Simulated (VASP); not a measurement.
WS2, a slab with vacuum:

```
W S
1.0
     3.18352    0.00000    0.00000
    -1.59176    2.75701    0.00000
     0.00000    0.00000   16.95058
W S
1 2
Direct
  0.00000 0.00000 0.00000
  0.33333 0.66667 0.09200
  0.33333 0.66667 0.90800
```

Base run:

* Program: VASP 6.6.1
* Functional: PBE-based screened hybrid with 25 % exact exchange
* Potentials or basis: VASP PAW PBE potentials, release 64 (W_sv, S)
* Cutoff: 520 eV
* k mesh: 6 × 6 × 1
* Occupations: fermi-dirac, width 0.05 eV
* Spin: no spin polarisation

Its results: band gap on the k mesh 2.13 eV; largest force 0.246 eV/Å.

Task: The run is repeated on the same cell with these changes: functional from PBE-based screened hybrid with 25 % exact exchange to PBE0; further incar settings from ALGO = Normal; EDIFF = 1e-06; NBANDS = 20 to ALGO = Normal; EDIFF = 1e-07; NBANDS = 20. What comes out?

Result: Band gap on the k mesh 2.97 eV; largest force 0.257 eV/Å.

Caveats: the PAW data sets were made with another functional, which shifts forces and pressure a little; spin-orbit coupling is left out, which moves the levels of the heavy elements.

A k mesh can miss the band edges.
